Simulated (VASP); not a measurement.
# Mg (P6_3/mmc) in VASP: settings compared, part 2 of 2

VASP 6.6.1. The steps go on from the part before.

## 4. Vibrations by perturbation theory, LDA

INCAR reads:

```
SYSTEM = Mg
PREC     = Accurate       ! precision mode
ENCUT    = 520            ! plane-wave cutoff, eV
EDIFF    = 1E-8           ! SCF threshold, eV
ISMEAR   = -1             ! smearing method
SIGMA    = 0.05           ! smearing width, eV
LREAL    = .False.        ! projectors in reciprocal space
LASPH    = .True.         ! aspherical terms in the spheres
NELM     = 60             ! most SCF steps
ALGO     = Fast           ! electronic algorithm
ISIF     = 2              ! what is computed and relaxed
LWAVE    = .False.        ! write WAVECAR
LCHARG   = .True.         ! write CHGCAR
GGA      = CA             ! functional
IBRION   = 8              ! ionic algorithm
NSW      = 1              ! ionic steps
```

KPOINTS reads:

```
Automatic mesh
0
Gamma
  7 7 4
  0 0 0
```

POSCAR reads:

```
Mg
1.0
    3.2093000000      0.0000000000      0.0000000000
   -1.6046500000      2.7793353284      0.0000000000
    0.0000000000      0.0000000000      5.2103000000
Mg
2
Direct
    0.6666666667      0.3333333333      0.7500000000
    0.3333333333      0.6666666667      0.2500000000
```

Potentials or basis: VASP PAW LDA potentials, release 64 (Mg).

Run with:

```console
> cat potpaw_LDA.64/Mg/POTCAR > POTCAR
> mpirun -np 1 vasp_std > vasp.out
```

OUTCAR:

```text
SYSTEM = Mg
   PREC = Accurate
   ENCUT = 520
   EDIFF = 1E-8
   ISMEAR = -1
   LREAL = .False.
   LASPH = .True.
   NELM = 60
   ISIF = 2
   GGA = CA
   IBRION = 8
   NSW = 1

 ion  position               nearest neighbor table
   1  0.667  0.333  0.750-   2 3.20   2 3.20   2 3.20   2 3.20   2 3.20   2 3.20
   2  0.333  0.667  0.250-   1 3.20   1 3.20   1 3.20   1 3.20   1 3.20   1 3.20

  LATTYP: Found a hexagonal cell.
 ALAT       =     3.2093000000
 C/A-ratio  =     1.6235004518

  Lattice vectors:

 A1 = (   3.2093000000,   0.0000000000,   0.0000000000)
 A2 = (  -1.6046500000,   2.7793353284,   0.0000000000)
 A3 = (   0.0000000000,   0.0000000000,   5.2103000000)

Analysis of symmetry for initial positions (statically):
=====================================================================
 Subroutine PRICEL returns:
 Original cell was already a primitive cell.

 Routine SETGRP: Setting up the symmetry group for a
[... 455 lines left out ...]
  x     0.00000    -0.00000     0.00000    -0.28880     0.00000     0.00000
  y    -0.28880     0.28880     0.00000     0.00000     0.00000     0.00000
  z    -0.00000     0.00000     0.00000     0.00000    -0.00000     0.00000

 SECOND DERIVATIVES (NOT SYMMETRIZED)
 ------------------------------------
               1X          1Y          1Z          2X          2Y          2Z
  1X    -0.584699    0.000000    0.000000    0.584699    0.000000    0.000000
  1Y     0.000000   -0.584699    0.000000    0.000000    0.584699    0.000000
  1Z     0.000000    0.000000   -2.931217    0.000000    0.000000    2.931217
  2X     0.584699    0.000000    0.000000   -0.584699    0.000000    0.000000
  2Y     0.000000    0.584699    0.000000    0.000000   -0.584699    0.000000
  2Z     0.000000    0.000000    2.931217    0.000000    0.000000   -2.931217

 Eigenvectors and eigenvalues of the dynamical matrix
 ----------------------------------------------------

   1 f  =    7.677891 THz    48.241610 2PiTHz  256.106867 cm-1    31.753190 meV
             X         Y         Z           dx          dy          dz
      1.604650  0.926445  3.907725     0.000000    0.000000   -0.707107
     -0.000000  1.852890  1.302575     0.000000    0.000000    0.707107
[... 11 lines left out ...]
   4 f  =    0.000000 THz     0.000000 2PiTHz    0.000000 cm-1     0.000000 meV
             X         Y         Z           dx          dy          dz
      1.604650  0.926445  3.907725     0.000000    0.000000    0.707107
     -0.000000  1.852890  1.302575     0.000000    0.000000    0.707107

   5 f/i=    0.000000 THz     0.000000 2PiTHz    0.000001 cm-1     0.000000 meV
             X         Y         Z           dx          dy          dz
      1.604650  0.926445  3.907725     0.706957    0.014572    0.000000
     -0.000000  1.852890  1.302575     0.706957    0.014572    0.000000

   6 f/i=    0.000000 THz     0.000000 2PiTHz    0.000002 cm-1     0.000000 meV
             X         Y         Z           dx          dy          dz
      1.604650  0.926445  3.907725     0.014572   -0.706957    0.000000
     -0.000000  1.852890  1.302575     0.014572   -0.706957    0.000000

--------------------------------------------------------------------------------------------------------

 ELASTIC MODULI CONTR FROM IONIC RELAXATION (kBar)
 Direction    XX          YY          ZZ          XY          YZ          ZX
 --------------------------------------------------------------------------------
 XX          -4.9175      4.9175      0.0000     -0.0000      0.0000      0.0000
 YY           4.9175     -4.9175     -0.0000      0.0000     -0.0000      0.0000
 ZZ           0.0000     -0.0000     -0.0000     -0.0000      0.0000      0.0000
 XY          -0.0000      0.0000     -0.0000     -4.9175      0.0000      0.0000
 YZ           0.0000     -0.0000      0.0000      0.0000     -0.0000      0.0000
 ZX           0.0000      0.0000      0.0000      0.0000      0.0000      0.0000
 --------------------------------------------------------------------------------
```

OSZICAR:

```text
N       E                     dE             d eps       ncg     rms          rms(c)
DAV:   1    -0.115284334558E+00   -0.11528E+00   -0.13700E+03   288   0.484E+02
DAV:   2    -0.361293917494E+01   -0.34977E+01   -0.34171E+01   378   0.314E+01
DAV:   3    -0.363551677602E+01   -0.22578E-01   -0.22573E-01   396   0.350E+00
[... 30 lines left out ...]
RMM:   3    -0.388161145663E-02    0.18242E-03   -0.42600E-05   532   0.131E-02    0.118E-02
RMM:   4    -0.389688177636E-02   -0.15270E-04   -0.44046E-05   536   0.954E-03    0.385E-03
RMM:   5    -0.389120037213E-02    0.56814E-05   -0.38386E-06   544   0.308E-03    0.193E-04
RMM:   6    -0.389112081319E-02    0.79559E-07   -0.57845E-07   554   0.341E-04    0.106E-04
RMM:   7    -0.389117426624E-02   -0.53453E-07   -0.47137E-07   561   0.876E-05    0.755E-06
RMM:   8    -0.389117556949E-02   -0.13033E-08   -0.48151E-08   592   0.175E-05    0.255E-06
 Linear response finished
```

stdout:

```text
POSCAR found type information on POSCAR Mg
 POSCAR found :  1 types and       2 ions
 scaLAPACK will be used
 LDA part: xc-table for (Slater(with rela. corr.)+CA(PZ))
 , standard interpolation
 POSCAR, INCAR and KPOINTS ok, starting setup
 FFT: planning ... GRIDC
 FFT: planning ... GRID_SOFT
 FFT: planning ... GRID
 WAVECAR not read
 entering main loop
 Linear response reoptimize wavefunctions to high precision
 Linear response DOF=           2
 Linear response progress:
 first order change of Fermi-energy  -0.24171E-05
 force on displaced ion       1 direction 1 :  -0.585   0.000   0.000
 Linear response progress:
 first order change of Fermi-energy  -0.16325E-05
 force on displaced ion       1 direction 3 :   0.000  -0.000  -2.931
 Linear response finished
```

Wall time 22 s (1 thread of Intel Xeon Platinum 8488C (Sapphire Rapids), shared host); peak memory 0.18 GiB.

What came out:

```
Highest phonon frequency at Γ : 256 cm⁻¹
```

Phonon frequencies in cm⁻¹ (negative: imaginary):
```tsv
q point	frequencies
(0.000, 0.000, 0.000)	0 0 0 114 114 256
```

Caveat: the cell wasn't relaxed at this level first, which shifts response properties.
